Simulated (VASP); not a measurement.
A run of VASP 6.6.1 is set up as follows.

Contents of INCAR:

```
ALGO     = Fast           # electronic algorithm
EDIFF    = 1E-6           # SCF threshold, eV
ENCUT    = 520            # plane-wave cutoff, eV
GGA      = PE             # functional
ISIF     = 2              # what is computed and relaxed
ISMEAR   = 0              # smearing method
ISPIN    = 2              # spin polarisation
LASPH    = True           # aspherical terms in the spheres
LCHARG   = False          # write CHGCAR
LMAXMIX  = 4              # l up to which the mixer works
LORBIT   = 11             # projections on sites
LREAL    = False          # projectors in reciprocal space
LWAVE    = False          # write WAVECAR
MAGMOM   = 0 4 4 4 0      # initial moments
NBANDS   = 38             # bands
NELM     = 150            # most SCF steps
PREC     = Accurate       # precision mode
SIGMA    = 0.1            # smearing width, eV
```

KPOINTS

```
k-points
0
Gamma
  4 4 4
```

The input POSCAR:

```
NbFe3Sn
1.0
    4.1285918738      0.0000000000      0.0000000000
    0.0000000000      4.1285918738      0.0000000000
    0.0000000000      0.0000000000      4.1285918738
Nb Fe Sn
1 3 1
Direct
    0.0000000000      0.0000000000      0.0000000000
    0.0000000000      0.5000000000      0.5000000000
    0.5000000000      0.0000000000      0.5000000000
    0.5000000000      0.5000000000      0.0000000000
    0.5000000000      0.5000000000      0.5000000000
```

Potentials or basis: VASP PAW PBE potentials, release 64 (Nb_sv, Fe, Sn_d).

Run with:

```sh
$ cat potpaw_PBE.64/Nb_sv/POTCAR potpaw_PBE.64/Fe/POTCAR potpaw_PBE.64/Sn_d/POTCAR > POTCAR
$ mpirun -np 1 vasp_std > vasp.out
```

Q: Estimate the pressure.

A: 54.5 GPa.

Q: Predict the net moment.

A: 1.35 μB per cell.

Caveat: the k points lie up to 0.38 Å⁻¹ apart.
